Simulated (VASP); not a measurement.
# BaTe (Fm-3m) in VASP: a series of runs, part 2 of 2

VASP 6.6.1. The steps go on from the part before.

### Step 3. Electric field gradients, PBEsol (38.86 Å³/atom)

INCAR reads:

```
PREC = Accurate ; ENCUT = 520
EDIFF = 1E-8 ; ISMEAR = -1
SIGMA = 0.05 ; LREAL = False
LASPH = True ; NELM = 100
ALGO = Normal ; ISIF = 2
LWAVE = False ; LCHARG = False
GGA = PS ; LEFG = True
NBANDS = 15
```

KPOINTS reads:

```
regular mesh
0
Gamma
  10 10 10
```

POSCAR reads:

```
BaTe
1.0
    0.0000000000      3.3871134044      3.3871134044
    3.3871134044      0.0000000000      3.3871134044
    3.3871134044      3.3871134044      0.0000000000
Ba Te
1 1
Direct
    0.0000000000      0.0000000000      0.0000000000
    0.5000000000      0.5000000000      0.5000000000
```

Potentials or basis: VASP PAW PBE potentials, release 64 (Ba_sv, Te).

Launch:

```console
$ cat potpaw_PBE.64/Ba_sv/POTCAR potpaw_PBE.64/Te/POTCAR > POTCAR
$ mpirun -np 1 vasp_std > vasp.out
```

OUTCAR:

```text
PREC = Accurate
   ENCUT = 520
   EDIFF = 1E-8
   ISMEAR = -1
   LREAL = False
   LASPH = True
   NELM = 100
   ISIF = 2
   GGA = PS

 ion  position               nearest neighbor table
   1  0.000  0.000  0.000-   2 3.39   2 3.39   2 3.39   2 3.39   2 3.39   2 3.39
   2  0.500  0.500  0.500-   1 3.39   1 3.39   1 3.39   1 3.39   1 3.39   1 3.39

  LATTYP: Found a face centered cubic cell.
 ALAT       =     6.7742268088

  Lattice vectors:

 A1 = (   0.0000000000,   3.3871134044,   3.3871134044)
 A2 = (   3.3871134044,   0.0000000000,   3.3871134044)
 A3 = (   3.3871134044,   3.3871134044,   0.0000000000)

Analysis of symmetry for initial positions (statically):
=====================================================================
 Subroutine PRICEL returns:
 Original cell was already a primitive cell.

 Routine SETGRP: Setting up the symmetry group for a
 face centered cubic supercell.

 Subroutine GETGRP returns: Found 48 space group operations
 (whereof 48 operations were pure point group operations)
 out of a pool of 48 trial point group operations.

The static configuration has the point symmetry O_h .

Analysis of symmetry for dynamics (positions and initial velocities):
=====================================================================
 Subroutine PRICEL returns:
 Original cell was already a primitive cell.

 Routine SETGRP: Setting up the symmetry group for a
 face centered cubic supercell.

 Subroutine GETGRP returns: Found 48 space group operations
 (whereof 48 operations were pure point group operations)
 out of a pool of 48 trial point group operations.

The dynamic configuration has the point symmetry O_h .

 Subroutine INISYM returns: Found 48 space group operations
 (whereof 48 operations are pure point group operations),
 and found     1 'primitive' translations

----------------------------------------------------------------------------------------

                                     Primitive cell

  volume of cell :      77.7176

  direct lattice vectors                    reciprocal lattice vectors
     0.000000000  3.387113404  3.387113404    -0.147618323  0.147618323  0.147618323
     3.387113404  0.000000000  3.387113404     0.147618323 -0.147618323  0.147618323
     3.387113404  3.387113404  0.000000000     0.147618323  0.147618323 -0.147618323

  length of vectors
     4.790101714  4.790101714  4.790101714     0.255682435  0.255682435  0.255682435

  position of ions in fractional coordinates (direct lattice)
     0.000000000  0.000000000  0.000000000
     0.500000000  0.500000000  0.500000000

  ion indices of the primitive-cell ions
   primitive index   ion index
                 1           1
                 2           2

----------------------------------------------------------------------------------------

 KPOINTS: regular mesh

Automatic generation of k-mesh.
 Grid dimensions read from file:
 generate k-points for:   10   10   10
[... 75 lines left out ...]
   NELECT =      16.0000    total number of electrons
   NUPDOWN=      -1.0000    fix difference up-down
   EMIN   =  10.00;   EMAX   =-10.00  energy-range for DOS
   EFERMI =   0.00;   METHOD = LEGACY
   ISMEAR =    -1;   SIGMA  =   0.05  broadening in eV -4-tet -1-fermi 0-gaus
   EFERMI_NEDOS =   21; number of points for ismear=-14 and -15
   IALGO  =     38    algorithm
   IMIX   =      4    mixing-type and parameters
     AMIX     =   0.40;   BMIX     =  1.00
     AMIX_MAG =   1.60;   BMIX_MAG =  1.00
  volume/ion in A,a.u.               =      38.86       262.23
  Fermi-wavevector in a.u.,A,eV,Ry     =   0.966663  1.826728 12.713792  0.934437
  Thomas-Fermi vector in A             =   2.096483
   LORBIT       =      0    0 simple, 1 ext, 2 COOP (PROOUT), +10 PAW based schemes
   GGA     = PS    functional components
   LHFCALC =     F    Hartree Fock is set to
   AEXX    =    0.0000 exact exchange contribution
   IVDW    =     0    specifies the selected vdW correction
   LEPSILON=     F    determine dielectric tensor
   LRPA    =     F    only Hartree local field effects (RPA)
 non-spin polarized calculation
  energy-cutoff  :      520.00
  volume of cell :       77.72
 maximum number of plane-waves:      2110
   NGX = 17   NGY = 17   NGZ = 17

 number of electron      16.0000000 magnetization

 Free energy of the ion-electron system (eV)
  ---------------------------------------------------
  ext. energy  EPLUGINS =         0.00000000
  ---------------------------------------------------
  free energy    TOTEN  =        -9.12720640 eV

  energy without entropy =       -9.12720632  energy(sigma->0) =       -9.12720636

 E-fermi :   3.4082     XC(G=0):  -8.8122

 val. band max:        2.8115437904   @ k =   0.0000   0.0000   0.0000
 cond. band min:       3.9933475626   @ k =   0.5000   0.5000   0.0000
 fundamental gap:      1.1818037723
 Fermi energy:         3.4082375679

 k-point     1 :       0.0000    0.0000    0.0000
  band No.  band energies     occupation
      1     -23.9377      2.00000
      2      -9.1030      2.00000
      3      -9.1030      2.00000
      4      -9.1030      2.00000
      5      -7.0042      2.00000
      6       2.8115      1.99999
      7       2.8115      1.99999
      8       2.8115      1.99999
      9       5.5881      0.00000
     10       5.5881      0.00000
     11       5.5881      0.00000
     12       5.9637      0.00000
     13       6.3465      0.00000
     14       6.3465      0.00000
[... 401 lines left out ...]
      2      -9.4744      2.00000
      3      -9.2120      2.00000
      4      -9.1984      2.00000
      5      -6.5354      2.00000
      6       1.1458      2.00000
      7       2.1938      2.00000
      8       2.3041      2.00000
      9       4.4662      0.00000
     10       7.3545      0.00000
     11       7.6035      0.00000
     12       8.4255      0.00000
     13       8.4493      0.00000
     14       9.7938      0.00000
     15      11.2085      0.00000

 [... further k-points ...]
[... 5 lines left out ...]
  --------------------------------------------------------------------------------------
  -------------------------------------------------------------------------------------
  Total        1.5774303      1.5774303      1.5774303      0.0000000      0.0000000     -0.0000000
  in kB       32.5193281     32.5193281     32.5193281      0.0000000      0.0000000     -0.0000000
  external PRESSURE =      32.5193281 kB  Pullay stress =       0.0000000 kB

 VOLUME and BASIS-vectors are now :
 -----------------------------------------------------------------------------
  energy-cutoff  :      520.00
  volume of cell :       77.72
      direct lattice vectors                 reciprocal lattice vectors
     0.000000000  3.387113404  3.387113404    -0.147618323  0.147618323  0.147618323
     3.387113404  0.000000000  3.387113404     0.147618323 -0.147618323  0.147618323
     3.387113404  3.387113404  0.000000000     0.147618323  0.147618323 -0.147618323

 POSITION                                       TOTAL-FORCE (eV/Angst)
 -----------------------------------------------------------------------------------
      0.00000      0.00000      0.00000        -0.000000      0.000000     -0.000000
      3.38711      3.38711      3.38711         0.000000     -0.000000      0.000000
 -----------------------------------------------------------------------------------
    total drift:                                0.000000      0.000000      0.000000

  FREE ENERGIE OF THE ION-ELECTRON SYSTEM (eV)
  ---------------------------------------------------
  free  energy   TOTEN  =        -9.1272064038 eV

  energy  without entropy=       -9.1272063170  energy(sigma->0) =       -9.12720636

 Electric field gradients (V/A^2)
---------------------------------------------------------------------
 ion       V_xx      V_yy      V_zz      V_xy      V_xz      V_yz
---------------------------------------------------------------------
   1      -0.000    -0.000     0.000    -0.000    -0.000    -0.000
   2      -0.000     0.000     0.000     0.000     0.000     0.000
---------------------------------------------------------------------

 Electric field gradients after diagonalization (V/A^2)
 (convention: |V_zz| > |V_xx| > |V_yy|)
----------------------------------------------------------------------
 ion       V_xx      V_yy      V_zz     asymmetry (V_yy - V_xx)/ V_zz
----------------------------------------------------------------------
   1       0.000     0.000    -0.000       0.000
   2      -0.000    -0.000     0.000       0.000
----------------------------------------------------------------------

           NMR quadrupolar parameters

 Cq : quadrupolar parameter    Cq=e*Q*V_zz/h
 eta: asymmetry parameters     (V_yy - V_xx)/ V_zz
 Q  : nuclear electric quadrupole moment in mb (millibarn)
----------------------------------------------------------------------
 ion       Cq(MHz)       eta       Q (mb)
----------------------------------------------------------------------
   1      -0.000       0.000       1.000
   2       0.000       0.000       1.000
----------------------------------------------------------------------
```

stdout:

```text
POSCAR found type information on POSCAR BaTe
 POSCAR found :  2 types and       2 ions
 scaLAPACK will be used
 -----------------------------------------------------------------------------
|                                                                             |
|                                                                             |
|     You enforced a specific xc type in the INCAR file but a different       |
|     I HOPE YOU KNOW WHAT YOU ARE DOING!                                     |
|                                                                             |
 -----------------------------------------------------------------------------

 LDA part: xc-table for (Slater+PW92), standard interpolation
 POSCAR, INCAR and KPOINTS ok, starting setup
 FFT: planning ... GRIDC
 FFT: planning ... GRID_SOFT
 FFT: planning ... GRID
 WAVECAR not read
 entering main loop
ion   1

ion   2
```

Wall time 34 s (1 thread of Intel Xeon Platinum 8559C (Emerald Rapids), shared host); peak memory 0.23 GiB.

Results:

| Quantity | Value |
| --- | --- |
| Free energy | -9.1272 eV |
| Pressure | 3.3 GPa |
| Band gap on the k mesh | 1.18 eV (least direct gap 1.56 eV) |
| Largest electric field gradient by atom | under 0.05 V/Å² on every atom |

Caveat: the cell stands under pressure; the PAW data sets were made with another functional, which shifts forces and pressure a little; spin-orbit coupling is left out, which moves the levels of the heavy elements.

### Step 4. Electric field gradients, PBEsol (39.26 Å³/atom)

This run uses another cell than the first one, of 39.26 Å³/atom.

INCAR reads:

```
PREC     = Accurate       # precision mode
ENCUT    = 520            # plane-wave cutoff, eV
EDIFF    = 1E-8           # SCF threshold, eV
ISMEAR   = -1             # smearing method
SIGMA    = 0.05           # smearing width, eV
LREAL    = F              # projectors in reciprocal space
LASPH    = T              # aspherical terms in the spheres
NELM     = 100            # most SCF steps
ALGO     = Normal         # electronic algorithm
ISIF     = 2              # what is computed and relaxed
LWAVE    = F              # write WAVECAR
LCHARG   = F              # write CHGCAR
GGA      = PS             # functional
LEFG     = T            
NBANDS   = 15             # bands
```

KPOINTS reads:

```
Automatic mesh
0
Gamma
  10 10 10
```

POSCAR reads:

```
BaTe
1.0
    0.0000000000      3.3985952325      3.3985952325
    3.3985952325      0.0000000000      3.3985952325
    3.3985952325      3.3985952325      0.0000000000
Ba Te
1 1
Direct
    0.0000000000      0.0000000000      0.0000000000
    0.5000000000      0.5000000000      0.5000000000
```

Potentials or basis: VASP PAW PBE potentials, release 64 (Ba_sv, Te).

Launch:

```console
$ cat potpaw_PBE.64/Ba_sv/POTCAR potpaw_PBE.64/Te/POTCAR > POTCAR
$ mpirun -np 1 vasp_std > vasp.out
```

OUTCAR:

```text
PREC = Accurate
   ENCUT = 520
   EDIFF = 1E-8
   ISMEAR = -1
   LREAL = F
   LASPH = T
   NELM = 100
   ISIF = 2
   GGA = PS

 ion  position               nearest neighbor table
   1  0.000  0.000  0.000-   2 3.40   2 3.40   2 3.40   2 3.40   2 3.40   2 3.40
   2  0.500  0.500  0.500-   1 3.40   1 3.40   1 3.40   1 3.40   1 3.40   1 3.40

  LATTYP: Found a face centered cubic cell.
 ALAT       =     6.7971904650

  Lattice vectors:

 A1 = (   0.0000000000,   3.3985952325,   3.3985952325)
 A2 = (   3.3985952325,   0.0000000000,   3.3985952325)
 A3 = (   3.3985952325,   3.3985952325,   0.0000000000)

Analysis of symmetry for initial positions (statically):
=====================================================================
 Subroutine PRICEL returns:
 Original cell was already a primitive cell.

 Routine SETGRP: Setting up the symmetry group for a
 face centered cubic supercell.

 Subroutine GETGRP returns: Found 48 space group operations
 (whereof 48 operations were pure point group operations)
 out of a pool of 48 trial point group operations.

The static configuration has the point symmetry O_h .

Analysis of symmetry for dynamics (positions and initial velocities):
=====================================================================
 Subroutine PRICEL returns:
 Original cell was already a primitive cell.

 Routine SETGRP: Setting up the symmetry group for a
 face centered cubic supercell.

 Subroutine GETGRP returns: Found 48 space group operations
 (whereof 48 operations were pure point group operations)
 out of a pool of 48 trial point group operations.

The dynamic configuration has the point symmetry O_h .

[... 573 lines left out ...]
      6       1.0884      2.00000
      7       2.1273      2.00000
      8       2.2360      2.00000
      9       4.4167      0.00000
     10       7.2684      0.00000
     11       7.4886      0.00000
     12       8.3257      0.00000
     13       8.3497      0.00000
     14       9.6741      0.00000
     15      11.0768      0.00000

 [... further k-points ...]

------------------------ aborting loop because EDIFF is reached ----------------------------------------

  FORCE on cell =-STRESS in cart. coord.  units (eV):
  Direction    XX          YY          ZZ          XY          YZ          ZX
  --------------------------------------------------------------------------------------
  -------------------------------------------------------------------------------------
  Total        1.3718323      1.3718323      1.3718323      0.0000000     -0.0000000      0.0000000
  in kB       27.9951804     27.9951804     27.9951804      0.0000000     -0.0000000      0.0000000
  external PRESSURE =      27.9951804 kB  Pullay stress =       0.0000000 kB

 VOLUME and BASIS-vectors are now :
 -----------------------------------------------------------------------------
  energy-cutoff  :      520.00
  volume of cell :       78.51
      direct lattice vectors                 reciprocal lattice vectors
     0.000000000  3.398595232  3.398595232    -0.147119608  0.147119608  0.147119608
     3.398595232  0.000000000  3.398595232     0.147119608 -0.147119608  0.147119608
     3.398595232  3.398595232  0.000000000     0.147119608  0.147119608 -0.147119608

 POSITION                                       TOTAL-FORCE (eV/Angst)
 -----------------------------------------------------------------------------------
      0.00000      0.00000      0.00000         0.000000      0.000000      0.000000
      3.39860      3.39860      3.39860        -0.000000      0.000000     -0.000000
 -----------------------------------------------------------------------------------
    total drift:                                0.000000      0.000000      0.000000

  FREE ENERGIE OF THE ION-ELECTRON SYSTEM (eV)
  ---------------------------------------------------
  free  energy   TOTEN  =        -9.1421846854 eV

  energy  without entropy=       -9.1421846178  energy(sigma->0) =       -9.14218465

 Electric field gradients (V/A^2)
---------------------------------------------------------------------
 ion       V_xx      V_yy      V_zz      V_xy      V_xz      V_yz
---------------------------------------------------------------------
   1       0.000     0.000     0.000    -0.000    -0.000    -0.000
   2      -0.000    -0.000    -0.000     0.000     0.000     0.000
---------------------------------------------------------------------

 Electric field gradients after diagonalization (V/A^2)
 (convention: |V_zz| > |V_xx| > |V_yy|)
----------------------------------------------------------------------
 ion       V_xx      V_yy      V_zz     asymmetry (V_yy - V_xx)/ V_zz
----------------------------------------------------------------------
   1       0.000     0.000    -0.000       0.000
   2      -0.000    -0.000     0.000       0.000
----------------------------------------------------------------------

           NMR quadrupolar parameters

 Cq : quadrupolar parameter    Cq=e*Q*V_zz/h
 eta: asymmetry parameters     (V_yy - V_xx)/ V_zz
 Q  : nuclear electric quadrupole moment in mb (millibarn)
----------------------------------------------------------------------
 ion       Cq(MHz)       eta       Q (mb)
----------------------------------------------------------------------
   1      -0.000       0.000       1.000
   2       0.000       0.000       1.000
----------------------------------------------------------------------
```

Wall time 32 s (1 thread of Intel Xeon Platinum 8559C (Emerald Rapids), shared host); peak memory 0.23 GiB.

What came out:

* Free energy: -9.1422 eV
* Pressure: 2.8 GPa
* Band gap on the k mesh: 1.21 eV (least direct gap 1.59 eV)
* Largest electric field gradient by atom: under 0.05 V/Å² on every atom

Caveat: the PAW data sets were made with another functional, which shifts forces and pressure a little; spin-orbit coupling is left out, which moves the levels of the heavy elements.
